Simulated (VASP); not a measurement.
# MgO (P6_3/mmc) in VASP: a series of runs

Runs on MgO. Level: PBEsol. Tasks: single point.

Program: VASP 6.6.1. These are calculated values, not measurements. Logs are shortened: lines on timing, memory, paths and dates and some standing lists are left out, and cuts for length are marked.

## (1) The cell of the first run

It takes space group P6_3/mmc (No. 194, hexagonal). The conventional cell has a = 3.486 Å, b = 3.486 Å, c = 3.865 Å, α = 90.00°, β = 90.00°, γ = 120.00°. Within 2.6 Å of Mg (site symmetry -6m2) lie 5 O at 1.93 to 2.01 Å. O (site symmetry -6m2) has 5 Mg at 1.93 to 2.01 Å within 2.6 Å.

## (2) Single point, PBEsol (strain -0.0750 x Voigt [0, 0, 1, 0, 0, 0])

Input file INCAR:

```
PREC     = Accurate       # precision mode
ENCUT    = 520            # plane-wave cutoff, eV
EDIFF    = 1E-7           # SCF threshold, eV
ISMEAR   = 0              # smearing method
SIGMA    = 0.05           # smearing width, eV
LREAL    = False          # projectors in reciprocal space
LASPH    = True           # aspherical terms in the spheres
NELM     = 80             # most SCF steps
ALGO     = Normal         # electronic algorithm
ISIF     = 2              # what is computed and relaxed
LWAVE    = False          # write WAVECAR
LCHARG   = False          # write CHGCAR
GGA      = PS             # functional
NBANDS   = 16             # bands
```

Input file KPOINTS:

```
Automatic mesh
0
Gamma
  9 9 6
```

Input file POSCAR:

```
MgO
1.0
    3.4863778627      0.0000000000      0.0000000000
   -1.7431889314      3.0192917963      0.0000000000
    0.0000000000      0.0000000000      3.8646881285
Mg O
2 2
Direct
    0.6666666667      0.3333333333      0.7500000000
    0.3333333333      0.6666666667      0.2500000000
    0.6666666667      0.3333333333      0.2500000000
    0.3333333333      0.6666666667      0.7500000000
```

Potentials or basis: VASP PAW PBE potentials, release 64 (Mg, O).

The run is started by

```bash
cat potpaw_PBE.64/Mg/POTCAR potpaw_PBE.64/O/POTCAR > POTCAR
mpirun -np 1 vasp_std > vasp.out
```

OUTCAR:

```text
PREC = Accurate
   ENCUT = 520
   EDIFF = 1E-7
   ISMEAR = 0
   LREAL = False
   LASPH = True
   NELM = 80
   ISIF = 2
   GGA = PS

 ion  position               nearest neighbor table
   1  0.667  0.333  0.750-   3 1.93   3 1.93   4 2.01   4 2.01   4 2.01   2 2.79   2 2.79   2 2.79
                             2 2.79   2 2.79   2 2.79
   2  0.333  0.667  0.250-   4 1.93   4 1.93   3 2.01   3 2.01   3 2.01   1 2.79   1 2.79   1 2.79
                             1 2.79   1 2.79   1 2.79
   3  0.667  0.333  0.250-   1 1.93   1 1.93   2 2.01   2 2.01   2 2.01
   4  0.333  0.667  0.750-   2 1.93   2 1.93   1 2.01   1 2.01   1 2.01

  LATTYP: Found a hexagonal cell.
 ALAT       =     3.4863778627
 C/A-ratio  =     1.1085109763

  Lattice vectors:

 A1 = (   3.4863778627,   0.0000000000,   0.0000000000)
 A2 = (  -1.7431889314,   3.0192917963,   0.0000000000)
 A3 = (   0.0000000000,   0.0000000000,   3.8646881285)

Analysis of symmetry for initial positions (statically):
=====================================================================
 Subroutine PRICEL returns:
 Original cell was already a primitive cell.

 Routine SETGRP: Setting up the symmetry group for a
 hexagonal supercell.

 Subroutine GETGRP returns: Found 24 space group operations
 (whereof 12 operations were pure point group operations)
 out of a pool of 24 trial point group operations.

The static configuration has the point symmetry D_3d.
 The point group associated with its full space group is D_6h.

Analysis of symmetry for dynamics (positions and initial velocities):
=====================================================================
 Subroutine PRICEL returns:
 Original cell was already a primitive cell.

 Routine SETGRP: Setting up the symmetry group for a
 hexagonal supercell.

 Subroutine GETGRP returns: Found 24 space group operations
 (whereof 12 operations were pure point group operations)
 out of a pool of 24 trial point group operations.

The dynamic configuration has the point symmetry D_3d.
 The point group associated with its full space group is D_6h.

 Subroutine INISYM returns: Found 24 space group operations
 (whereof 12 operations are pure point group operations),
 and found     1 'primitive' translations

----------------------------------------------------------------------------------------

                                     Primitive cell

  volume of cell :      40.6812

  direct lattice vectors                    reciprocal lattice vectors
     3.486377863  0.000000000  0.000000000     0.286830642  0.165601748  0.000000000
    -1.743188931  3.019291796  0.000000000     0.000000000  0.331203497  0.000000000
     0.000000000  0.000000000  3.864688129     0.000000000  0.000000000  0.258753091

  length of vectors
     3.486377863  3.486377863  3.864688129     0.331203497  0.331203497  0.258753091

  position of ions in fractional coordinates (direct lattice)
     0.666666667  0.333333333  0.750000000
     0.333333333  0.666666667  0.250000000
     0.666666667  0.333333333  0.250000000
     0.333333333  0.666666667  0.750000000

  ion indices of the primitive-cell ions
   primitive index   ion index
                 1           1
                 2           2
                 3           3
                 4           4

----------------------------------------------------------------------------------------

 KPOINTS: Automatic mesh

Automatic generation of k-mesh.
 Grid dimensions read from file:
 generate k-points for:    9    9    6

 Generating k-lattice:

  Cartesian coordinates                     Fractional coordinates (reciprocal lattice)
     0.031870071  0.018400194  0.000000000     0.111111111  0.000000000  0.000000000
     0.000000000  0.036800389  0.000000000     0.000000000  0.111111111  0.000000000
     0.000000000  0.000000000  0.043125515     0.000000000  0.000000000  0.166666667

  Length of vectors
     0.036800389  0.036800389  0.043125515

  Shift w.r.t. Gamma in fractional coordinates (k-lattice)
     0.000000000  0.000000000  0.000000000

 Subroutine IBZKPT returns following result:
 ===========================================

 Found     48 irreducible k-points:

 Following reciprocal coordinates:
            Coordinates               Weight
  0.000000  0.000000  0.000000      1.000000
  0.111111 -0.000000  0.000000      6.000000
  0.222222 -0.000000  0.000000      6.000000
  0.333333 -0.000000  0.000000      6.000000
  0.444444 -0.000000  0.000000      6.000000
  0.111111  0.111111  0.000000      6.000000
[... 16 lines left out ...]
  0.333333  0.222222  0.166667     24.000000
  0.333333  0.333333  0.166667      4.000000
 [... further k-points ...]
   k-points           NKPTS =     48   k-points in BZ     NKDIM =     48   number of bands    NBANDS=     16
   number of dos      NEDOS =    301   number of ions     NIONS =      4
   total plane-waves  NPLWV =  23520
   dimension x,y,z NGX =    28 NGY =   28 NGZ =   30
   dimension x,y,z NGXF=    56 NGYF=   56 NGZF=   60
   ions per type =               2   2
   NGX,Y,Z   is equivalent  to a cutoff of  13.35, 13.35, 12.90 a.u.
   NGXF,Y,Z  is equivalent  to a cutoff of  26.70, 26.70, 25.81 a.u.
 SYSTEM =  unknown system
   PREC   = accura    normal or accurate (medium, high low for compatibility)
   ISTART =      0    job   : 0-new  1-cont  2-samecut
   ICHARG =      2    charge: 1-file 2-atom 10-const
   ISPIN  =      1    spin polarized calculation?
   LNONCOLLINEAR =      F non collinear calculations
   LSORBIT =      F    spin-orbit coupling
   LASPH  =      T    aspherical Exc in radial PAW
   ENCUT  =  520.0 eV  38.22 Ry    6.18 a.u.   6.48  6.48  7.19*2*pi/ulx,y,z
   NELM   =     80;   NELMIN=  2; NELMDL= -5     # of ELM steps
   EDIFF  = 0.1E-06   stopping-criterion for ELM
   LREAL  =      F    real-space projection
   EDIFFG = 0.1E-05   stopping-criterion for IOM
   NSW    =      0    number of steps for IOM
   IBRION =     -1    ionic relax: 0-MD 1-quasi-New 2-CG
   NFREE  =      0    steps in history (QN), initial steepest desc. (CG)
   ISIF   =      2    stress and relaxation
   ISYM   =      2    0-nonsym 1-usesym 2-fastsym
   POTIM  = 0.5000    time-step for ionic-motion
   TEBEG  =    0.0;   TEEND  =   0.0 temperature during run
   PSTRESS=    0.0 pullay stress
   NELECT =      16.0000    total number of electrons
   NUPDOWN=      -1.0000    fix difference up-down
   EMIN   =  10.00;   EMAX   =-10.00  energy-range for DOS
   EFERMI =   0.00;   METHOD = LEGACY
   ISMEAR =     0;   SIGMA  =   0.05  broadening in eV -4-tet -1-fermi 0-gaus
   EFERMI_NEDOS =   21; number of points for ismear=-14 and -15
   IALGO  =     38    algorithm
   IMIX   =      4    mixing-type and parameters
     AMIX     =   0.40;   BMIX     =  1.00
     AMIX_MAG =   1.60;   BMIX_MAG =  1.00
  volume/ion in A,a.u.               =      10.17        68.63
  Fermi-wavevector in a.u.,A,eV,Ry     =   1.199454  2.266639 19.574555  1.438689
  Thomas-Fermi vector in A             =   2.335316
   LORBIT       =      0    0 simple, 1 ext, 2 COOP (PROOUT), +10 PAW based schemes
   GGA     = PS    functional components
   LHFCALC =     F    Hartree Fock is set to
   AEXX    =    0.0000 exact exchange contribution
   IVDW    =     0    specifies the selected vdW correction
   LEPSILON=     F    determine dielectric tensor
   LRPA    =     F    only Hartree local field effects (RPA)
 non-spin polarized calculation
 Gauss-broadening in eV      SIGMA  =   0.05
  energy-cutoff  :      520.00
  volume of cell :       40.68
 maximum number of plane-waves:      1119
 NGX is ok and might be reduce to    28
   NGX = 13   NGY = 13   NGZ = 15

 number of electron      16.0000003 magnetization

 Free energy of the ion-electron system (eV)
  ---------------------------------------------------
  ext. energy  EPLUGINS =         0.00000000
  ---------------------------------------------------
  free energy    TOTEN  =       -24.44380324 eV

  energy without entropy =      -24.44380324  energy(sigma->0) =      -24.44380324

 E-fermi :   2.4784     XC(G=0): -10.6397

 val. band max:        2.2836941787   @ k =   0.0000   0.0000   0.0000
 cond. band min:       6.0280187116   @ k =   0.0000   0.0000   0.0000
 fundamental gap:      3.7443245329
 Fermi energy:         2.4784229223

 k-point     1 :       0.0000    0.0000    0.0000
  band No.  band energies     occupation
      1     -14.8827      2.00000
      2     -13.1124      2.00000
      3      -1.3690      2.00000
      4       0.3216      2.00000
      5       0.3216      2.00000
      6       1.5454      2.00000
[... 8 lines left out ...]
     15      18.1219      0.00000
     16      18.6796      0.00000

 k-point     2 :       0.1111   -0.0000    0.0000
  band No.  band energies     occupation
      1     -14.8151      2.00000
      2     -13.1353      2.00000
      3      -1.2765      2.00000
      4       0.1448      2.00000
      5       0.2119      2.00000
      6       1.2526      2.00000
[... 8 lines left out ...]
     15      17.8148      0.00000
     16      18.2447      0.00000

 k-point     3 :       0.2222   -0.0000    0.0000
  band No.  band energies     occupation
      1     -14.6273      2.00000
      2     -13.2090      2.00000
      3      -1.0108      2.00000
      4      -0.3943      2.00000
      5      -0.0155      2.00000
      6       0.8530      2.00000
[... 8 lines left out ...]
     15      17.3373      0.00000
     16      17.8588      0.00000

 k-point     4 :       0.3333   -0.0000    0.0000
  band No.  band energies     occupation
      1     -14.3656      2.00000
      2     -13.3392      2.00000
      3      -1.0199      2.00000
      4      -0.6158      2.00000
      5      -0.2251      2.00000
      6       0.6394      2.00000
[... 8 lines left out ...]
     15      16.5615      0.00000
     16      18.2541      0.00000
[... 324 lines left out ...]
 k-point    22 :       0.2222    0.2222    0.1667
  band No.  band energies     occupation
      1     -14.1431      2.00000
      2     -13.4422      2.00000
      3      -1.2121      2.00000
      4      -1.0810      2.00000
      5       0.0472      2.00000
      6       0.5221      2.00000
[... 8 lines left out ...]
     15      17.9693      0.00000
     16      18.5345      0.00000

 k-point    23 :       0.3333    0.2222    0.1667
  band No.  band energies     occupation
      1     -13.9294      2.00000
      2     -13.5801      2.00000
      3      -1.5148      2.00000
      4      -0.8311      2.00000
      5      -0.3435      2.00000
      6       0.7824      2.00000
[... 8 lines left out ...]
     15      17.6732      0.00000
     16      18.9124      0.00000

 k-point    24 :       0.3333    0.3333    0.1667
  band No.  band energies     occupation
      1     -13.7415      2.00000
      2     -13.7415      2.00000
      3      -1.5397      2.00000
      4      -0.6576      2.00000
      5      -0.6576      2.00000
      6       1.1603      2.00000
[... 8 lines left out ...]
     15      17.4283      0.00000
     16      19.6483      0.00000

 [... further k-points ...]
[... 5 lines left out ...]
  --------------------------------------------------------------------------------------
  -------------------------------------------------------------------------------------
  Total        1.8863886      1.8863886      8.6138391     -0.0000000     -0.0000000      0.0000000
  in kB       74.2929742     74.2929742    339.2449108     -0.0000000     -0.0000000      0.0000000
  external PRESSURE =     162.6102864 kB  Pullay stress =       0.0000000 kB

 VOLUME and BASIS-vectors are now :
 -----------------------------------------------------------------------------
  energy-cutoff  :      520.00
  volume of cell :       40.68
      direct lattice vectors                 reciprocal lattice vectors
     3.486377863  0.000000000  0.000000000     0.286830642  0.165601748  0.000000000
    -1.743188931  3.019291796  0.000000000     0.000000000  0.331203497  0.000000000
     0.000000000  0.000000000  3.864688129     0.000000000  0.000000000  0.258753091

 POSITION                                       TOTAL-FORCE (eV/Angst)
 -----------------------------------------------------------------------------------
      1.74319      1.00643      2.89852         0.000000     -0.000000      0.000000
     -0.00000      2.01286      0.96617        -0.000000      0.000000      0.000000
      1.74319      1.00643      0.96617        -0.000000      0.000000      0.000000
     -0.00000      2.01286      2.89852         0.000000     -0.000000      0.000000
 -----------------------------------------------------------------------------------
    total drift:                               -0.000000      0.000000     -0.000000

  FREE ENERGIE OF THE ION-ELECTRON SYSTEM (eV)
  ---------------------------------------------------
  free  energy   TOTEN  =       -24.4438032419 eV

  energy  without entropy=      -24.4438032419  energy(sigma->0) =      -24.44380324
```

Run time: 45 s. Hardware: 1 thread of Intel Xeon 8259CL, shared host; peak memory 0.17 GiB.

What came out:

```yaml
Free_energy: -24.4438 eV
Pressure: 16.3 GPa
Band_gap_on_the_k_mesh: 3.74 eV, direct
```

Levels at points of the mesh, in eV from the valence-band top:
```csv
k point,band 4,band 5,band 6,band 7,band 8,band 9,band 10,band 11,band 12,band 13
"(0.00, 0.00, 0.00)",-1.96,-1.96,-0.74,-0.74,0.00,3.74,10.49,12.55,12.55,13.56
"(0.00, 0.00, 0.50)",-2.56,-1.38,-1.38,-1.38,-1.38,6.89,6.89,12.89,12.89,12.89
```

Caveat: the cell differs from its parent crystal (strain -0.0750 x Voigt [0, 0, 1, 0, 0, 0]); the PAW data sets were made with another functional, which shifts forces and pressure a little.

## (3) Single point, PBEsol (strain -0.0375 x Voigt [0, 0, 1, 0, 0, 0])

Input file INCAR:

```
ALGO = Normal
EDIFF = 1E-6
ENCUT = 520
GGA = PS
ISIF = 2
ISMEAR = 0
LASPH = True
LCHARG = False
LREAL = False
LWAVE = False
NBANDS = 16
NELM = 60
PREC = Accurate
SIGMA = 0.05
```

Input file KPOINTS:

```
k-points
0
Gamma
  9 9 6
```

Edit POSCAR of step 2 so:

```diff
@@ -4,3 +4,3 @@
    -1.7431889314      3.0192917963      0.0000000000
-    0.0000000000      0.0000000000      3.8646881285
+    0.0000000000      0.0000000000      4.0213646742
 Mg O
```

Potentials or basis: VASP PAW PBE potentials, release 64 (Mg, O).

The run is started by

```bash
cat potpaw_PBE.64/Mg/POTCAR potpaw_PBE.64/O/POTCAR > POTCAR
mpirun -np 1 vasp_std > vasp.out
```

Wall time 48 s (1 thread of Intel Xeon 8259CL, shared host); peak memory 0.17 GiB.

It converged, with:

| Property | Result |
| --- | --- |
| Free energy | -24.6847 eV |
| Pressure | 7.2 GPa |
| Band gap on the k mesh | 3.54 eV, direct |

Stress tensor (GPa, compression positive):
```
 3.81  0.00  0.00
 0.00  3.81  0.00
 0.00  0.00 13.92
```

Levels at points of the mesh, in eV from the valence-band top:
```tsv
k point	band 5	band 6	band 7	band 8	band 9	band 10	band 11	band 12
(0.00, 0.00, 0.00)	-1.85	-0.77	-0.77	0.00	3.54	9.91	12.47	12.47
(0.00, 0.00, 0.50)	-1.33	-1.33	-1.33	-1.33	6.63	6.63	12.83	12.83
```

Caveat: the cell differs from its parent crystal (strain -0.0375 x Voigt [0, 0, 1, 0, 0, 0]); the PAW data sets were made with another functional, which shifts forces and pressure a little.

## (4) Single point, PBEsol (strain +0.0375 x Voigt [0, 0, 1, 0, 0, 0])

Input file INCAR:

```
SYSTEM = MgO
ALGO = Normal
EDIFF = 1E-7
ENCUT = 520
GGA = PS
ISIF = 2
ISMEAR = 0
LASPH = .True.
LCHARG = .False.
LREAL = .False.
LWAVE = .False.
NBANDS = 16
NELM = 60
PREC = Accurate
SIGMA = 0.05
```

Input file KPOINTS:

```
k-points
0
Gamma
  9 9 6
  0 0 0
```

Edit POSCAR of step 3 so:

```diff
@@ -4,3 +4,3 @@
    -1.7431889314      3.0192917963      0.0000000000
-    0.0000000000      0.0000000000      4.0213646742
+    0.0000000000      0.0000000000      4.3347177658
 Mg O
```

The run is started by

```bash
cat potpaw_PBE.64/Mg/POTCAR potpaw_PBE.64/O/POTCAR > POTCAR
mpirun -np 1 vasp_std > vasp.out
```

It took 56 s on 1 thread of Intel Xeon 8259CL, shared host; peak memory 0.18 GiB.

It converged, with:

* Free energy: -24.7243 eV
* Pressure: -3.8 GPa
* Band gap on the k mesh: 3.08 eV, direct

Stress tensor (GPa, compression positive):
```
-2.05  0.00  0.00
 0.00 -2.05  0.00
 0.00  0.00 -7.23
```

Levels at points of the mesh, in eV from the valence-band top:
| k point | band 6 | band 7 | band 8 | band 9 | band 10 | band 11 |
| --- | --- | --- | --- | --- | --- | --- |
| (0.00, 0.00, 0.00) | -0.86 | -0.86 | 0.00 | 3.08 | 8.93 | 11.44 |
| (0.00, 0.00, 0.50) | -1.28 | -1.28 | -1.28 | 6.08 | 6.08 | 12.73 |

Caveat: the cell differs from its parent crystal (strain +0.0375 x Voigt [0, 0, 1, 0, 0, 0]); the PAW data sets were made with another functional, which shifts forces and pressure a little.

## (5) Overview

| cell | gap on the mesh (eV) | pressure (GPa) |
| --- | --- | --- |
| a = 3.486, b = 3.486, c = 3.865 Å, angles 90.0, 90.0, 120.0°, 4 atoms | 3.74 | 16.3 |
| a = 3.486, b = 3.486, c = 4.021 Å, angles 90.0, 90.0, 120.0°, 4 atoms | 3.54 | 7.2 |
| a = 3.486, b = 3.486, c = 4.335 Å, angles 90.0, 90.0, 120.0°, 4 atoms | 3.08 | -3.8 |

Alike in all rows: task single point; level PBEsol; potentials or basis VASP PAW PBE potentials, release 64 (Mg, O); no spin polarisation; k mesh 9 × 9 × 6; cutoff (eV) 520; smearing gaussian 0.05 eV.

Caveats: the PAW data sets were made with another functional, which shifts forces and pressure a little.

Total energies depend on the potentials used, so only differences within one code and one set of settings carry meaning.
